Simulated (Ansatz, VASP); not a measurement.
LiRu: VASP beside Ansatz

```
CELL_PARAMETERS angstrom
1.23094 0.71068 4.85119
-1.23094 0.71068 4.85119
0.00000 -1.42136 4.85119
ATOMIC_POSITIONS crystal
Li 0.50000 0.50000 0.50000
Ru 0.00000 0.00000 0.00000
```

Change from the starting cell: species swapped into the CeMg type (R-3m, No. 166).

Alike in both runs: task relaxation of cell and atoms; functional PBE; k mesh 12 × 12 × 12; occupations gaussian, width 0.1 eV; no spin polarisation.

|  | VASP | Ansatz |
| --- | --- | --- |
| version | VASP 6.6.1 | Ansatz 0.2.0 |
| potentials or method | VASP PAW PBE potentials, release 64 (Li_sv, Ru_pv), cutoff 600 eV | scalar-relativistic, plane waves, PAW |
| valence electrons in the cell | 17 | 19 |

Ansatz gave:

```
gap on the k mesh at the Fermi level, each at its own relaxed structure (eV) : none
relaxed volume (Å³/atom)                                                     : 13.62
relaxed cell length with the largest relative difference (Å)                 : 4.824
```

Question: Estimate VASP's values.

Answer: gap on the k mesh at the Fermi level, each at its own relaxed structure (eV): none; relaxed volume (Å³/atom): 13.60; relaxed cell length with the largest relative difference (Å): 4.825.

A gap of «none» marks a metal or a gap that the smearing closes. VASP's potentials hold 17 valence electrons a cell and Ansatz's 19, so a difference there can come from the potentials and not from the codes.

Noted on VASP's run: the cutoff is short for stress, so the pressure is rough.
